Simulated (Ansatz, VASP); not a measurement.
## MgS: VASP beside Ansatz

INCAR

```
SYSTEM = MgS
PREC = Accurate
ENCUT = 600
EDIFF = 1E-6
ISMEAR = -5
SIGMA = 0.1
LREAL = .FALSE.
LASPH = .TRUE.
NELM = 120
ALGO = Normal
ISIF = 2
LWAVE = .FALSE.
LCHARG = .TRUE.
GGA = PE
LELF = .TRUE.
LVHAR = .TRUE.
NBANDS = 16
GGA_COMPAT = .FALSE.
```

KPOINTS

```
Automatic mesh
0
G
  6 6 2
  0 0 0
```

Contents of POSCAR:

```
MgS
1.0
    4.0346224068      0.0000000000      0.0000000000
   -2.0173112034      3.4940854990      0.0000000000
    0.0000000000      0.0000000000      6.4322941800
Mg S
2 2
Direct
    0.6666666667      0.3333333333      0.4957548500
    0.3333333333      0.6666666667      0.9957548500
    0.3333333333      0.6666666667      0.3792441500
    0.6666666667      0.3333333333      0.8792441500
```

Input for Ansatz:

```yaml
crystal:
  lattice:
    - [4.0346224068, 0.0, 0.0]
    - [-2.0173112034, 3.494085499, 0.0]
    - [0.0, 0.0, 6.43229418]
  atoms:
    - { symbol: Mg, position: [0.6666666667, 0.3333333333, 0.49575485] }
    - { symbol: Mg, position: [0.3333333333, 0.6666666667, 0.99575485] }
    - { symbol: S, position: [0.3333333333, 0.6666666667, 0.37924415] }
    - { symbol: S, position: [0.6666666667, 0.3333333333, 0.87924415] }
basis: {}
kpoints:
  mp_grid: { grid: [6, 6, 2] }
hamiltonian:
  xc: pbe
scf:
  occupations: { method: tetrahedron }
  max_iter: 60
output:
  forces: true
  stress: true
  eigenvalues: true
```

Alike in both runs: task single point; functional PBE; k mesh 6 × 6 × 2; occupations tetrahedron; no spin polarisation.

```csv
,VASP,Ansatz
version,VASP 6.6.1,Ansatz 0.2.0
potentials or method,"VASP PAW PBE potentials, release 64 (Mg, S)","scalar-relativistic, plane waves, PAW"
plane-wave cutoff (eV),600,420
valence electrons in the cell,16,32
```

|  | VASP | Ansatz | Ansatz less VASP |
| --- | --- | --- | --- |
| gap on the k mesh at the Fermi level (eV) | 3.43 | 3.44 | +0.008 |
| least direct gap on the mesh (eV) | 3.43 | 3.44 | +0.008 |
| pressure (GPa) | 0.9 | 1.1 | +0.13 |
| traceless stress, the component that is largest in VASP (GPa) | -0.17 | -0.18 | -0.010 |
| rms of the force components (eV/Å) | 0.028 | 0.028 | -0.0005 |

Atom by atom the forces differ by 0.001 eV/Å (rms over components). VASP's potentials hold 16 valence electrons a cell and Ansatz's 32, so a difference there can come from the potentials and not from the codes. Ansatz's warnings: band table not solved further, tetrahedron derivatives may miss energy slope.

The k mesh is coarse, so the values compare programs but aren't converged.
